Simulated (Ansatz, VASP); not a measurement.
ZnGe2N in VASP and in Ansatz

```
Zn Ge N
1.0
     2.86161    0.00000    0.00000
     0.00000    3.98368    0.00000
     0.00000    0.00000    6.17339
Zn Ge N
1 2 1
Cartesian
  1.4308 1.9918 3.0867
  1.4308 0.0000 1.4232
  1.4308 0.0000 4.7502
  0.0000 0.0000 0.0000
```

Change from the starting cell: species swapped into the AgPdO2 type (Pmmm, No. 47).

Alike in both runs: functional PBE; k mesh 16 × 12 × 8; occupations gaussian, width 0.1 eV; no spin polarisation.

Ansatz relaxed the structure, and its values are those at the end. VASP's run is a single point on that final structure, the one shown.

|  | VASP | Ansatz |
| --- | --- | --- |
| version | VASP 6.6.1 | Ansatz 0.2.0 |
| potentials or method | VASP PAW PBE potentials, release 64 (Zn, Ge_d, N), cutoff 520 eV | scalar-relativistic, plane waves, PAW |
| valence electrons in the cell | 45 | 45 |

Ansatz gave:

```
gap on the k mesh at the Fermi level (eV) : none
pressure (GPa)                            : 0.0
```

What did VASP give for the same quantities?

gap on the k mesh at the Fermi level (eV): none; pressure (GPa): 0.1.

A gap of «none» marks a metal or a gap that the smearing closes.
